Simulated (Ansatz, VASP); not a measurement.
**C: VASP beside Ansatz**

```xyz
8
Lattice="2.5181 0.0000 0.0000 -1.2590 2.1807 0.0000 0.0000 0.0000 8.3047" Properties=species:S:1:pos:R:3 pbc="T T T"
C    -0.0696   -0.0928    0.7721
C     0.0696    0.0928    4.9245
C     0.0696    0.0928    3.3802
C    -0.0696   -0.0928    7.5326
C    -0.0570    1.3778    1.2916
C     1.3160    0.8029    5.4440
C     0.0570    1.5298    2.8607
C     1.2020    0.6509    7.0131
```

Change from the starting cell: mode 4 frozen in at -0.070 Å and mode 5 at -0.093 Å (largest displacements).

Alike in both runs: task single point; functional PBE; k mesh 12 × 12 × 4; occupations gaussian, width 0.05 eV; no spin polarisation.

|  | VASP | Ansatz |
| --- | --- | --- |
| version | VASP 6.6.1 | Ansatz 0.2.0 |
| potentials or method | VASP PAW PBE potentials, release 64 (C), cutoff 520 eV | scalar-relativistic, plane waves, PAW |
| valence electrons in the cell | 32 | 32 |

|  | VASP | Ansatz | Ansatz less VASP |
| --- | --- | --- | --- |
| gap on the k mesh at the Fermi level (eV) | 4.52 | 4.53 | +0.010 |
| least direct gap on the mesh (eV) | 5.32 | 5.33 | +0.007 |
| pressure (GPa) | 0.8 | 0.1 | -0.62 |
| traceless stress, the component that is largest in VASP (GPa) | -0.82 | -0.83 | -0.003 |
| rms of the force components (eV/Å) | 0.412 | 0.412 | 0.0000 |

Atom by atom the forces differ by 0.005 eV/Å (rms over components).
